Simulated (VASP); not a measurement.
# Eu (Im-3m) in VASP: single point with PBE

Aim: the single point of Eu with PBE.

Program: VASP 6.6.1. These are calculated values, not measurements. Logs are shortened: lines on timing, memory, paths and dates and some standing lists are left out, and cuts for length are marked.

## Step 1: The cell of the first run

The structure is cubic, space group Im-3m (No. 229). Conventional cell: a = 4.385 Å, b = 4.385 Å, c = 4.385 Å, α = 90.00°, β = 90.00°, γ = 90.00°. Eu (site symmetry m-3m) has 14 Eu at 3.80 to 4.39 Å within 5.0 Å.

## Step 2: Single point, PBE, collinear spin, ferromagnetic start

File INCAR:

```
SYSTEM = Eu
PREC = Accurate ; ENCUT = 520
EDIFF = 1E-6 ; ISMEAR = 0
SIGMA = 0.1 ; LREAL = .FALSE.
LASPH = .TRUE. ; NELM = 150
ALGO = Normal ; ISIF = 2
LWAVE = .FALSE. ; LCHARG = .TRUE.
ISPIN = 2 ; MAGMOM = 7.71
LORBIT = 11 ; LMAXMIX = 6
GGA = PE ; LELF = .TRUE.
LVHAR = .TRUE. ; NBANDS = 18
```

File KPOINTS:

```
Automatic mesh
0
G
  14 14 14
  0 0 0
```

File POSCAR:

```
Eu
1.0
   -2.1925161004      2.1925161004      2.1925161004
    2.1925161004     -2.1925161004      2.1925161004
    2.1925161004      2.1925161004     -2.1925161004
Eu
1
Direct
    0.0000000000      0.0000000000      0.0000000000
```

Potentials or basis: VASP PAW PBE potentials, release 64 (Eu).

The run is started by

```console
cat potpaw_PBE.64/Eu/POTCAR > POTCAR
mpirun -np 1 vasp_std > vasp.out
```

OUTCAR:

```text
SYSTEM = Eu
   PREC = Accurate
   ENCUT = 520
   EDIFF = 1E-6
   ISMEAR = 0
   LREAL = .FALSE.
   LASPH = .TRUE.
   NELM = 150
   ISIF = 2
   ISPIN = 2
   LORBIT = 11
   GGA = PE

 ion  position               nearest neighbor table
   1  0.000  0.000  0.000-

  LATTYP: Found a body centered cubic cell.
 ALAT       =     4.3850322008

  Lattice vectors:

 A1 = (  -2.1925161004,   2.1925161004,   2.1925161004)
 A2 = (   2.1925161004,  -2.1925161004,   2.1925161004)
 A3 = (   2.1925161004,   2.1925161004,  -2.1925161004)

Analysis of symmetry for initial positions (statically):
=====================================================================
 Subroutine PRICEL returns:
 Original cell was already a primitive cell.

 Routine SETGRP: Setting up the symmetry group for a
 body centered cubic supercell.

 Subroutine GETGRP returns: Found 48 space group operations
 (whereof 48 operations were pure point group operations)
 out of a pool of 48 trial point group operations.

The static configuration has the point symmetry O_h .

Analysis of symmetry for dynamics (positions and initial velocities):
=====================================================================
 Subroutine PRICEL returns:
 Original cell was already a primitive cell.

 Routine SETGRP: Setting up the symmetry group for a
 body centered cubic supercell.

 Subroutine GETGRP returns: Found 48 space group operations
 (whereof 48 operations were pure point group operations)
 out of a pool of 48 trial point group operations.

The dynamic configuration has the point symmetry O_h .

Analysis of structural, dynamic, and magnetic symmetry:
=====================================================================
 Subroutine PRICEL returns:
 Original cell was already a primitive cell.

 Routine SETGRP: Setting up the symmetry group for a
 body centered cubic supercell.

 Subroutine GETGRP returns: Found 48 space group operations
 (whereof 48 operations were pure point group operations)
 out of a pool of 48 trial point group operations.

The overall configuration has the point symmetry O_h .

 Subroutine INISYM returns: Found 48 space group operations
 (whereof 48 operations are pure point group operations),
 and found     1 'primitive' translations

----------------------------------------------------------------------------------------

                                     Primitive cell

  volume of cell :      42.1588

  direct lattice vectors                    reciprocal lattice vectors
    -2.192516100  2.192516100  2.192516100     0.000000000  0.228048496  0.228048496
     2.192516100 -2.192516100  2.192516100     0.228048496  0.000000000  0.228048496
     2.192516100  2.192516100 -2.192516100     0.228048496  0.228048496  0.000000000

  length of vectors
     3.797549282  3.797549282  3.797549282     0.322509276  0.322509276  0.322509276

  position of ions in fractional coordinates (direct lattice)
     0.000000000  0.000000000  0.000000000

  ion indices of the primitive-cell ions
   primitive index   ion index
                 1           1

----------------------------------------------------------------------------------------

 KPOINTS: Automatic mesh

Automatic generation of k-mesh.
 Grid dimensions read from file:
 generate k-points for:   14   14   14

 Generating k-lattice:

  Cartesian coordinates                     Fractional coordinates (reciprocal lattice)
     0.000000000  0.016289178  0.016289178     0.071428571  0.000000000  0.000000000
     0.016289178  0.000000000  0.016289178     0.000000000  0.071428571  0.000000000
     0.016289178  0.016289178  0.000000000     0.000000000  0.000000000  0.071428571

  Length of vectors
     0.023036377  0.023036377  0.023036377

  Shift w.r.t. Gamma in fractional coordinates (k-lattice)
     0.000000000  0.000000000  0.000000000

 Subroutine IBZKPT returns following result:
 ===========================================

 Found    104 irreducible k-points:

 Following reciprocal coordinates:
            Coordinates               Weight
  0.000000  0.000000  0.000000      1.000000
  0.071429  0.000000  0.000000     12.000000
  0.142857  0.000000  0.000000     12.000000
  0.214286  0.000000  0.000000     12.000000
  0.285714  0.000000  0.000000     12.000000
  0.357143  0.000000  0.000000     12.000000
[... 16 lines left out ...]
  0.285714  0.285714  0.000000     24.000000
  0.357143  0.285714 -0.000000     24.000000
 [... further k-points ...]
   k-points           NKPTS =    104   k-points in BZ     NKDIM =    104   number of bands    NBANDS=     18
   number of dos      NEDOS =    301   number of ions     NIONS =      1
   total plane-waves  NPLWV =  21952
   dimension x,y,z NGX =    28 NGY =   28 NGZ =   28
   dimension x,y,z NGXF=    56 NGYF=   56 NGZF=   56
   ions per type =               1
   NGX,Y,Z   is equivalent  to a cutoff of  12.26, 12.26, 12.26 a.u.
   NGXF,Y,Z  is equivalent  to a cutoff of  24.52, 24.52, 24.52 a.u.
 SYSTEM =  Eu
   PREC   = accura    normal or accurate (medium, high low for compatibility)
   ISTART =      0    job   : 0-new  1-cont  2-samecut
   ICHARG =      2    charge: 1-file 2-atom 10-const
   ISPIN  =      2    spin polarized calculation?
   LNONCOLLINEAR =      F non collinear calculations
   LSORBIT =      F    spin-orbit coupling
   LASPH  =      T    aspherical Exc in radial PAW
   ENCUT  =  520.0 eV  38.22 Ry    6.18 a.u.   7.06  7.06  7.06*2*pi/ulx,y,z
   NELM   =    150;   NELMIN=  2; NELMDL= -5     # of ELM steps
   EDIFF  = 0.1E-05   stopping-criterion for ELM
   LREAL  =      F    real-space projection
   EDIFFG = 0.1E-04   stopping-criterion for IOM
   NSW    =      0    number of steps for IOM
   IBRION =     -1    ionic relax: 0-MD 1-quasi-New 2-CG
   NFREE  =      0    steps in history (QN), initial steepest desc. (CG)
   ISIF   =      2    stress and relaxation
   ISYM   =      2    0-nonsym 1-usesym 2-fastsym
   POTIM  = 0.5000    time-step for ionic-motion
   TEBEG  =    0.0;   TEEND  =   0.0 temperature during run
   PSTRESS=    0.0 pullay stress
   NELECT =      17.0000    total number of electrons
   NUPDOWN=      -1.0000    fix difference up-down
   EMIN   =  10.00;   EMAX   =-10.00  energy-range for DOS
   EFERMI =   0.00;   METHOD = LEGACY
   ISMEAR =     0;   SIGMA  =   0.10  broadening in eV -4-tet -1-fermi 0-gaus
   EFERMI_NEDOS =   21; number of points for ismear=-14 and -15
   IALGO  =     38    algorithm
   IMIX   =      4    mixing-type and parameters
     AMIX     =   0.40;   BMIX     =  1.00
     AMIX_MAG =   1.60;   BMIX_MAG =  1.00
  volume/ion in A,a.u.               =      42.16       284.50
  Fermi-wavevector in a.u.,A,eV,Ry     =   1.209470  2.285566 19.902835  1.462817
  Thomas-Fermi vector in A             =   2.345046
   LORBIT       =     11    0 simple, 1 ext, 2 COOP (PROOUT), +10 PAW based schemes
   GGA     = PE    functional components
   LHFCALC =     F    Hartree Fock is set to
   AEXX    =    0.0000 exact exchange contribution
   IVDW    =     0    specifies the selected vdW correction
   LEPSILON=     F    determine dielectric tensor
   LRPA    =     F    only Hartree local field effects (RPA)
 spin polarized calculation
 Gauss-broadening in eV      SIGMA  =   0.10
  energy-cutoff  :      520.00
  volume of cell :       42.16
 maximum number of plane-waves:      1157
   NGX = 15   NGY = 15   NGZ = 15

 number of electron      16.9999992 magnetization       7.2451577

 Free energy of the ion-electron system (eV)
  ---------------------------------------------------
  ext. energy  EPLUGINS =         0.00000000
  ---------------------------------------------------
  free energy    TOTEN  =       -11.44118583 eV

  energy without entropy =      -11.43412147  energy(sigma->0) =      -11.43765365

 E-fermi :   2.1046     XC(G=0):  -8.8207

 val. band max:        2.1034962319   @ k =   0.2857   0.2857   0.0000
 cond. band min:       2.1085578361   @ k =   0.5000   0.5000   0.2857
 fundamental gap:      0.0050616042
 Fermi energy:         2.1046457466

 spin component 1

 k-point     1 :       0.0000    0.0000    0.0000
  band No.  band energies     occupation
      1     -39.5412      1.00000
      2     -18.0970      1.00000
      3     -18.0970      1.00000
      4     -18.0970      1.00000
      5      -2.2595      1.00000
      6       1.5804      1.00000
[... 10 lines left out ...]
     17       5.6416      0.00000
     18      11.5793      0.00000

 k-point     2 :       0.0714    0.0000    0.0000
  band No.  band energies     occupation
      1     -39.5395      1.00000
      2     -18.1200      1.00000
      3     -18.1043      1.00000
      4     -18.0971      1.00000
      5      -2.1413      1.00000
      6       1.5792      1.00000
[... 10 lines left out ...]
     17       5.6471      0.00000
     18      11.6920      0.00000

 k-point     3 :       0.1429    0.0000    0.0000
  band No.  band energies     occupation
      1     -39.5347      1.00000
      2     -18.1838      1.00000
      3     -18.1245      1.00000
      4     -18.0973      1.00000
      5      -1.8003      1.00000
      6       1.5760      1.00000
[... 10 lines left out ...]
     17       5.6727      0.00000
     18      11.9137      0.00000

 k-point     4 :       0.2143    0.0000    0.0000
  band No.  band energies     occupation
      1     -39.5278      1.00000
      2     -18.2740      1.00000
      3     -18.1536      1.00000
      4     -18.0976      1.00000
      5      -1.2795      1.00000
      6       1.5732      1.00000
[... 375 lines left out ...]
      4     -18.1436      1.00000
      5       1.0300      1.00000
      6       1.5733      1.00000
[... 10 lines left out ...]
     17       8.1365      0.00000
     18       8.5647      0.00000

 k-point    23 :       0.2857    0.2857    0.0000
  band No.  band energies     occupation
      1     -39.5037      1.00000
      2     -18.4502      1.00000
      3     -18.3329      1.00000
      4     -18.1492      1.00000
      5       1.1993      1.00000
      6       1.5689      1.00000
[... 10 lines left out ...]
     17       7.9565      0.00000
     18       8.7076      0.00000

 k-point    24 :       0.3571    0.2857   -0.0000
  band No.  band energies     occupation
      1     -39.5026      1.00000
      2     -18.4331      1.00000
      3     -18.3657      1.00000
      4     -18.1516      1.00000
      5       1.3455      1.00000
      6       1.5784      1.00000
[... 10 lines left out ...]
     17       7.5189      0.00000
     18       9.2378      0.00000

 [... further k-points ...]

 spin component 2

 k-point     1 :       0.0000    0.0000    0.0000
  band No.  band energies     occupation
      1     -36.4221      1.00000
      2     -15.7764      1.00000
      3     -15.7764      1.00000
      4     -15.7764      1.00000
      5      -1.5325      1.00000
      6       4.9006      0.00000
[... 10 lines left out ...]
     17       6.7372      0.00000
     18      12.6091      0.00000

 k-point     2 :       0.0714    0.0000    0.0000
  band No.  band energies     occupation
      1     -36.4198      1.00000
      2     -15.8057      1.00000
      3     -15.7853      1.00000
      4     -15.7765      1.00000
      5      -1.4085      1.00000
      6       4.7741      0.00000
[... 10 lines left out ...]
     17       6.8261      0.00000
     18      12.7241      0.00000

 k-point     3 :       0.1429    0.0000    0.0000
  band No.  band energies     occupation
      1     -36.4136      1.00000
      2     -15.8871      1.00000
      3     -15.8104      1.00000
      4     -15.7770      1.00000
      5      -1.0525      1.00000
      6       4.4822      0.00000
[... 10 lines left out ...]
     17       6.9758      0.00000
     18      12.9516      0.00000

 k-point     4 :       0.2143    0.0000    0.0000
  band No.  band energies     occupation
      1     -36.4046      1.00000
      2     -16.0014      1.00000
      3     -15.8464      1.00000
      4     -15.7777      1.00000
      5      -0.5138      1.00000
      6       4.0563      0.00000
[... 375 lines left out ...]
      4     -15.8353      1.00000
      5       1.8720      0.99950
      6       3.1180      0.00000
[... 10 lines left out ...]
     17       9.4178      0.00000
     18       9.8939      0.00000

 k-point    23 :       0.2857    0.2857    0.0000
  band No.  band energies     occupation
      1     -36.3730      1.00000
      2     -16.2210      1.00000
      3     -16.0731      1.00000
      4     -15.8421      1.00000
      5       2.1035      0.50649
      6       2.9096      0.00000
[... 10 lines left out ...]
     17       9.2400      0.00000
     18      10.0299      0.00000

 k-point    24 :       0.3571    0.2857   -0.0000
  band No.  band energies     occupation
      1     -36.3716      1.00000
      2     -16.1996      1.00000
      3     -16.1144      1.00000
      4     -15.8450      1.00000
      5       2.3346      0.00057
      6       3.0087      0.00000
[... 10 lines left out ...]
     17       8.8523      0.00000
     18      10.5528      0.00000

 [... further k-points ...]
[... 5 lines left out ...]
  --------------------------------------------------------------------------------------
  -------------------------------------------------------------------------------------
  Total       -0.0651477     -0.0651477     -0.0651477     -0.0000000      0.0000000     -0.0000000
  in kB       -2.4758330     -2.4758330     -2.4758330     -0.0000000      0.0000000     -0.0000000
  external PRESSURE =      -2.4758330 kB  Pullay stress =       0.0000000 kB

 VOLUME and BASIS-vectors are now :
 -----------------------------------------------------------------------------
  energy-cutoff  :      520.00
  volume of cell :       42.16
      direct lattice vectors                 reciprocal lattice vectors
    -2.192516100  2.192516100  2.192516100     0.000000000  0.228048496  0.228048496
     2.192516100 -2.192516100  2.192516100     0.228048496  0.000000000  0.228048496
     2.192516100  2.192516100 -2.192516100     0.228048496  0.228048496  0.000000000

 POSITION                                       TOTAL-FORCE (eV/Angst)
 -----------------------------------------------------------------------------------
      0.00000      0.00000      0.00000         0.000000      0.000000      0.000000
 -----------------------------------------------------------------------------------
    total drift:                               -0.000000     -0.000000     -0.000000

  FREE ENERGIE OF THE ION-ELECTRON SYSTEM (eV)
  ---------------------------------------------------
  free  energy   TOTEN  =       -11.4411858255 eV

  energy  without entropy=      -11.4341214714  energy(sigma->0) =      -11.43765365

 total charge

# of ion       s       p       d       f       tot
--------------------------------------------------
    1        2.085   5.711   0.291   6.645  14.732

 magnetization (x)

# of ion       s       p       d       f       tot
--------------------------------------------------
    1       -0.004  -0.096   0.121   6.643   6.663
```

Wall time 2.5 min (1 thread of Intel Xeon Platinum 8375C at 2.90GHz (Ice Lake), shared host); peak memory 0.27 GiB.

What came out:

```
Free energy                                           : -11.4412 eV
Pressure                                              : -0.2 GPa
Net moment                                            : 7.25 μB per cell
Site moments                                          : Eu +6.66 μB
Valence electrons inside the program's atomic spheres : Eu 14.73
```

Caveat: spin-orbit coupling is left out, which moves the levels of the heavy elements. The state reached can hang on the start; a lower one may exist.
